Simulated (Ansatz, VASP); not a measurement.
# Ba in VASP and in Ansatz

Contents of INCAR:

```
SYSTEM = Ba
ALGO = Fast ; EDIFF = 1E-7
ENCUT = 520 ; GGA = PS
ISIF = 2 ; ISMEAR = 0
LASPH = .TRUE. ; LCHARG = .FALSE.
LREAL = .FALSE. ; LWAVE = .FALSE.
NBANDS = 11 ; NELM = 80
PREC = Accurate ; SIGMA = 0.15
```

KPOINTS

```
k-points
0
G
  14 14 14
  0 0 0
```

POSCAR

```
Ba
1.0
   -2.5625000000      2.4375000000      2.5000000000
    2.5625000000     -2.4375000000      2.5000000000
    2.5625000000      2.4375000000     -2.5000000000
Ba
1
Direct
    0.0000000000      0.0000000000      0.0000000000
```

Input for Ansatz:

```yaml
crystal:
  lattice:
    - [-2.5625, 2.4375, 2.5]
    - [2.5625, -2.4375, 2.5]
    - [2.5625, 2.4375, -2.5]
  atoms:
    - { symbol: Ba, position: [0.0, 0.0, 0.0] }
basis:
  ecutwfc: 420
kpoints:
  mp_grid: { grid: [14, 14, 14] }
hamiltonian:
  xc: pbesol
scf:
  occupations: { method: gaussian, width: 0.15 }
output:
  forces: true
  stress: true
  eigenvalues: true
```

Change from the starting cell: strain +0.0250 x Voigt [1, -1, 0, 0, 0, 0], atoms carried along.

Alike in both runs: task single point; functional PBEsol; k mesh 14 × 14 × 14; occupations gaussian, width 0.15 eV; no spin polarisation.

```csv
,VASP,Ansatz
version,VASP 6.6.1,Ansatz 0.2.0
potentials or method,"VASP PAW PBE potentials, release 64 (Ba_sv), cutoff 520 eV","scalar-relativistic, plane waves, PAW"
valence electrons in the cell,10,10
```

VASP gave:

| Quantity | Value |
| --- | --- |
| gap on the k mesh at the Fermi level (eV) | none |
| pressure (GPa) | -0.5 |
| traceless stress, the component that is largest in VASP (GPa) | 0.12 |

Q: What did Ansatz give for the same quantities?

A: gap on the k mesh at the Fermi level (eV): none; pressure (GPa): -0.6; traceless stress, the component that is largest in VASP (GPa): 0.12.

VASP's potentials were made for PBE, not for PBEsol. A gap of «none» marks a metal or a gap that the smearing closes. With one functional, cell and mesh, what is left measures potentials, basis and numerics.

Neither program's run includes spin-orbit coupling.
